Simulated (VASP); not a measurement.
N: dielectric tensor with PBE

The system is N.

```
CELL_PARAMETERS angstrom
3.96097 0.00000 0.00000
0.00000 3.96097 0.00000
0.00000 0.00000 5.13318
ATOMIC_POSITIONS crystal
N 0.90241 0.90241 0.00000
N 0.59759 0.40241 0.50000
N 0.09759 0.09759 0.00000
N 0.40241 0.59759 0.50000
```

```yaml
Program: VASP 6.6.1
Task: dielectric tensor
Functional: PBE
Potentials_or_basis: VASP PAW PBE potentials, release 64 (N)
Cutoff: 520 eV
k_mesh: 6 × 6 × 4
Occupations: gaussian, width 0.01 eV
Spin: no spin polarisation
Dipole_correction: no
Further_INCAR_settings: ALGO = Normal; EDIFF = 1e-08
```

```yaml
Band_gap_on_the_k_mesh: 6.80 eV (least direct gap 7.04 eV)
Electronic_dielectric_tensor_diagonal: 1.73, 1.73, 1.58
Born_charges_mean_of_the_diagonal: N +0.00 e
```

Levels at points of the mesh, in eV from the valence-band top:
```csv
k point,band 8,band 9,band 10,band 11,band 12,band 13
"(0.00, 0.00, 0.00)",-1.43,-1.22,-0.23,6.80,7.86,8.26
"(0.50, 0.00, 0.00)",-1.80,-0.27,-0.27,8.03,8.03,8.03
"(0.50, 0.50, 0.00)",-1.74,-0.05,-0.05,7.74,7.74,8.91
"(0.00, 0.00, 0.50)",-1.57,-0.49,-0.49,7.29,7.29,8.25
"(0.50, 0.00, 0.50)",-1.55,-0.35,-0.35,7.59,7.59,8.38
"(0.50, 0.50, 0.50)",-1.80,0.00,0.00,7.80,7.80,8.91
```

Electronic dielectric tensor:
```
1.73 0.00 0.00
0.00 1.73 0.00
0.00 0.00 1.58
```

Born effective charge tensors (e):
atom 1, N
```
0.00 0.00 0.00
0.00 0.00 0.00
0.00 0.00 0.00
```
atom 2, N
```
0.00 0.00 0.00
0.00 0.00 0.00
0.00 0.00 0.00
```
atom 3, N
```
0.00 0.00 0.00
0.00 0.00 0.00
0.00 0.00 0.00
```
atom 4, N
```
0.00 0.00 0.00
0.00 0.00 0.00
0.00 0.00 0.00
```

It took 120 s on 1 thread of Intel(R) Xeon(R) 6975P-C (Granite Rapids) (shared host), peak memory 0.26 GiB.

Caveat: the standard files for N, O and F lose accuracy on very short bonds. A k mesh can miss the band edges.
